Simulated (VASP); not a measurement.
# In (I4/mmm) in VASP: notebook

Runs on In. Level: PBEsol. Tasks: single point.

Program: VASP 6.6.1. These are calculated values, not measurements. Logs are shortened: lines on timing, memory, paths and dates and some standing lists are left out, and cuts for length are marked.

### 1 The cell of the first run

The structure is tetragonal, space group I4/mmm (No. 139). Conventional cell: a = 3.406 Å, b = 3.406 Å, c = 3.052 Å, α = 90.00°, β = 90.00°, γ = 90.00°. Within 3.8 Å of In (site symmetry 4/mmm) lie 14 In at 2.85 to 3.41 Å.

### 2 Single point, PBEsol (Sc replaced by In, lengths x 0.901, strained)

File INCAR:

```
ALGO     = Normal         # electronic algorithm
EDIFF    = 1E-6           # SCF threshold, eV
ENCUT    = 500            # plane-wave cutoff, eV
GGA      = PS             # functional
GGA_COMPAT= F            
ISIF     = 2              # what is computed and relaxed
ISMEAR   = 0              # smearing method
LASPH    = T              # aspherical terms in the spheres
LCHARG   = T              # write CHGCAR
LELF     = T              # ELF
LREAL    = F              # projectors in reciprocal space
LVHAR    = T            
LWAVE    = F              # write WAVECAR
NBANDS   = 12             # bands
NELM     = 120            # most SCF steps
PREC     = Accurate       # precision mode
SIGMA    = 0.1            # smearing width, eV
```

File KPOINTS:

```
k-points
0
Gamma
  8 8 8
```

File POSCAR:

```
In
1.0
   -1.7032065585      1.7032065585      1.5258837490
    1.7032065585     -1.7032065585      1.5258837490
    1.7032065585      1.7032065585     -1.5258837490
In
1
Direct
    0.0000000000      0.0000000000      0.0000000000
```

Potentials or basis: VASP PAW PBE potentials, release 64 (In_d).

The run is started by

```console
cat potpaw_PBE.64/In_d/POTCAR > POTCAR
mpirun -np 1 vasp_std > vasp.out
```

OUTCAR:

```text
EDIFF = 1E-6
   ENCUT = 500
   GGA = PS
   ISIF = 2
   ISMEAR = 0
   LASPH = T
   LREAL = F
   NELM = 120
   PREC = Accurate

 ion  position               nearest neighbor table
   1  0.000  0.000  0.000-

  LATTYP: Found a body centered tetragonal cell.
 ALAT       =     3.4064131170
 C/A-ratio  =     0.8958888406

  Lattice vectors:

 A1 = (  -1.7032065585,   1.7032065585,   1.5258837490)
 A2 = (   1.7032065585,  -1.7032065585,   1.5258837490)
 A3 = (   1.7032065585,   1.7032065585,  -1.5258837490)

Analysis of symmetry for initial positions (statically):
=====================================================================
 Subroutine PRICEL returns:
 Original cell was already a primitive cell.

 Routine SETGRP: Setting up the symmetry group for a
 body centered tetragonal supercell.

 Subroutine GETGRP returns: Found 16 space group operations
 (whereof 16 operations were pure point group operations)
 out of a pool of 16 trial point group operations.

The static configuration has the point symmetry D_4h.

Analysis of symmetry for dynamics (positions and initial velocities):
=====================================================================
 Subroutine PRICEL returns:
 Original cell was already a primitive cell.

 Routine SETGRP: Setting up the symmetry group for a
 body centered tetragonal supercell.

 Subroutine GETGRP returns: Found 16 space group operations
 (whereof 16 operations were pure point group operations)
 out of a pool of 16 trial point group operations.

The dynamic configuration has the point symmetry D_4h.

 Subroutine INISYM returns: Found 16 space group operations
 (whereof 16 operations are pure point group operations),
 and found     1 'primitive' translations

----------------------------------------------------------------------------------------

                                     Primitive cell

  volume of cell :      17.7058

  direct lattice vectors                    reciprocal lattice vectors
    -1.703206559  1.703206559  1.525883749     0.000000000  0.293563924  0.327678960
     1.703206559 -1.703206559  1.525883749     0.293563924  0.000000000  0.327678960
     1.703206559  1.703206559 -1.525883749     0.293563924  0.293563924  0.000000000

  length of vectors
     2.851341154  2.851341154  2.851341154     0.439946904  0.439946904  0.415162082

  position of ions in fractional coordinates (direct lattice)
     0.000000000  0.000000000  0.000000000

  ion indices of the primitive-cell ions
   primitive index   ion index
                 1           1

[... 81 lines left out ...]
   PSTRESS=    0.0 pullay stress
   NELECT =      13.0000    total number of electrons
   NUPDOWN=      -1.0000    fix difference up-down
   EMIN   =  10.00;   EMAX   =-10.00  energy-range for DOS
   EFERMI =   0.00;   METHOD = LEGACY
   ISMEAR =     0;   SIGMA  =   0.10  broadening in eV -4-tet -1-fermi 0-gaus
   EFERMI_NEDOS =   21; number of points for ismear=-14 and -15
   IALGO  =     38    algorithm
   IMIX   =      4    mixing-type and parameters
     AMIX     =   0.40;   BMIX     =  1.00
     AMIX_MAG =   1.60;   BMIX_MAG =  1.00
  volume/ion in A,a.u.               =      17.71       119.48
  Fermi-wavevector in a.u.,A,eV,Ry     =   1.476898  2.790933 29.677416  2.181229
  Thomas-Fermi vector in A             =   2.591369
   LORBIT       =      0    0 simple, 1 ext, 2 COOP (PROOUT), +10 PAW based schemes
   GGA     = PS    functional components
   LHFCALC =     F    Hartree Fock is set to
   AEXX    =    0.0000 exact exchange contribution
   IVDW    =     0    specifies the selected vdW correction
   LEPSILON=     F    determine dielectric tensor
   LRPA    =     F    only Hartree local field effects (RPA)
 non-spin polarized calculation
 Gauss-broadening in eV      SIGMA  =   0.10
  energy-cutoff  :      500.00
  volume of cell :       17.71
 maximum number of plane-waves:       464
 NGX is ok and might be reduce to    24
   NGX = 11   NGY = 11   NGZ = 11

 number of electron      12.9999997 magnetization

 Free energy of the ion-electron system (eV)
  ---------------------------------------------------
  ext. energy  EPLUGINS =         0.00000000
  ---------------------------------------------------
  free energy    TOTEN  =        -2.18899739 eV

  energy without entropy =       -2.18606981  energy(sigma->0) =       -2.18753360

 E-fermi :  13.0416     XC(G=0): -12.4103

 val. band max:       13.0362587296   @ k =  -0.3750  -0.3750   0.2500
 cond. band min:      13.2616381015   @ k =   0.3750   0.2500   0.0000
 fundamental gap:      0.2253793720
 Fermi energy:        13.0415513615

 k-point     1 :       0.0000    0.0000    0.0000
  band No.  band energies     occupation
      1      -2.7860      2.00000
      2      -2.5254      2.00000
      3      -2.5254      2.00000
      4      -2.1204      2.00000
      5      -1.8250      2.00000
      6      -0.0419      2.00000
      7      25.5874      0.00000
      8      25.5874      0.00000
      9      28.2039      0.00000
     10      29.0515      0.00000
     11      29.0515      0.00000
     12      30.4647      0.00000
[... 331 lines left out ...]
 k-point    24 :       0.3750    0.1250    0.1250
  band No.  band energies     occupation
      1      -2.9216      2.00000
      2      -2.7803      2.00000
      3      -1.9704      2.00000
      4      -1.8548      2.00000
      5      -1.7746      2.00000
      6       9.1505      2.00000
      7      10.0221      2.00000
      8      16.2657      0.00000
      9      16.9194      0.00000
     10      29.0777      0.00000
     11      30.9375      0.00000
     12      33.2589      0.00000

 [... further k-points ...]

------------------------ aborting loop because EDIFF is reached ----------------------------------------

  FORCE on cell =-STRESS in cart. coord.  units (eV):
  Direction    XX          YY          ZZ          XY          YZ          ZX
  --------------------------------------------------------------------------------------
  -------------------------------------------------------------------------------------
  Total        4.8298611      4.8298611      4.7860315      0.0000000      0.0000000      0.0000000
  in kB      437.0480020    437.0480020    433.0819230      0.0000000      0.0000000      0.0000000
  external PRESSURE =     435.7259757 kB  Pullay stress =       0.0000000 kB

 VOLUME and BASIS-vectors are now :
 -----------------------------------------------------------------------------
  energy-cutoff  :      500.00
  volume of cell :       17.71
      direct lattice vectors                 reciprocal lattice vectors
    -1.703206559  1.703206559  1.525883749     0.000000000  0.293563924  0.327678960
     1.703206559 -1.703206559  1.525883749     0.293563924  0.000000000  0.327678960
     1.703206559  1.703206559 -1.525883749     0.293563924  0.293563924  0.000000000

 POSITION                                       TOTAL-FORCE (eV/Angst)
 -----------------------------------------------------------------------------------
      0.00000      0.00000      0.00000         0.000000     -0.000000     -0.000000
 -----------------------------------------------------------------------------------
    total drift:                                0.000000      0.000000      0.000000

  FREE ENERGIE OF THE ION-ELECTRON SYSTEM (eV)
  ---------------------------------------------------
  free  energy   TOTEN  =        -2.1889973875 eV

  energy  without entropy=       -2.1860698069  energy(sigma->0) =       -2.18753360
```

OSZICAR:

```text
N       E                     dE             d eps       ncg     rms          rms(c)
DAV:   1     0.753659744613E+02    0.75366E+02   -0.61189E+03  1476   0.151E+03
DAV:   2     0.850810361334E+00   -0.74515E+02   -0.72539E+02  1492   0.297E+02
DAV:   3    -0.223888868760E+01   -0.30897E+01   -0.30815E+01  1668   0.625E+01
DAV:   4    -0.229635563165E+01   -0.57467E-01   -0.57447E-01  1744   0.787E+00
DAV:   5    -0.229858930324E+01   -0.22337E-02   -0.22336E-02  1912   0.146E+00    0.531E+00
DAV:   6    -0.221409578138E+01    0.84494E-01   -0.10394E-01  1820   0.810E+00    0.256E+00
DAV:   7    -0.219137594581E+01    0.22720E-01   -0.30676E-02  2280   0.409E+00    0.525E-01
DAV:   8    -0.218899464266E+01    0.23813E-02   -0.16061E-03  1688   0.769E-01    0.580E-02
DAV:   9    -0.218899606501E+01   -0.14224E-05   -0.21995E-05  2088   0.663E-02    0.177E-02
DAV:  10    -0.218899776045E+01   -0.16954E-05   -0.76551E-07  1248   0.176E-02    0.534E-03
DAV:  11    -0.218899738746E+01    0.37299E-06   -0.43049E-07   948   0.980E-03
   1 F= -.21889974E+01 E0= -.21875336E+01  d E =-.292758E-02
```

It took 18 s on 1 thread of Intel Xeon 8259CL, shared host; peak memory 0.14 GiB.

What came out:

| Property | Result |
| --- | --- |
| Free energy | -2.1890 eV |
| Pressure | 43.6 GPa |

Stress tensor (GPa, compression positive):
```
43.70  0.00  0.00
 0.00 43.70  0.00
 0.00  0.00 43.31
```

Caveat: the cell differs from its parent crystal (Sc replaced by In, lengths x 0.901, strained); the PAW data sets were made with another functional, which shifts forces and pressure a little; spin-orbit coupling is left out, which moves the levels of the heavy elements.

### 3 Single point, PBEsol (Sc replaced by In, lengths x 0.901, strained)

File INCAR:

```
PREC = Accurate
ENCUT = 500
EDIFF = 1E-6
ISMEAR = 0
SIGMA = 0.1
LREAL = F
LASPH = T
NELM = 120
ALGO = Normal
ISIF = 2
LWAVE = F
LCHARG = F
GGA = PS
NBANDS = 12
GGA_COMPAT = F
```

File KPOINTS:

```
regular mesh
0
Gamma
  18 18 18
```

POSCAR is that of step 2.

Potentials or basis: VASP PAW PBE potentials, release 64 (In_d).

The run is started by

```console
cat potpaw_PBE.64/In_d/POTCAR > POTCAR
mpirun -np 1 vasp_std > vasp.out
```

Run time: 1.7 min. Hardware: 1 thread of Intel Xeon 8259CL, shared host; peak memory 0.21 GiB.

Results (log left out):

```
Free energy : -2.2197 eV
Pressure    : 43.4 GPa
```

Stress tensor (GPa, compression positive):
```
43.90  0.00  0.00
 0.00 43.90  0.00
 0.00  0.00 42.51
```

Levels at points of the mesh, in eV from the Fermi level:
```
           k point  band 3  band 4  band 5  band 6  band 7  band 8  band 9  band 10
(0.00, 0.00, 0.00)  -15.49  -15.08  -14.79  -13.00   12.63   12.63   15.24    16.09
(0.50, 0.00, 0.00)  -14.95  -14.71  -14.43   -5.11   -3.52    7.11    7.65    11.90
(0.50, 0.50, 0.00)  -15.13  -14.94  -14.46   -5.65   -4.77    9.52    9.89    14.18
(0.50, 0.50, 0.50)  -14.56  -14.56  -14.48    0.01    0.01    3.23    3.32     5.28
```

Caveat: the cell differs from its parent crystal (Sc replaced by In, lengths x 0.901, strained); the PAW data sets were made with another functional, which shifts forces and pressure a little; spin-orbit coupling is left out, which moves the levels of the heavy elements.
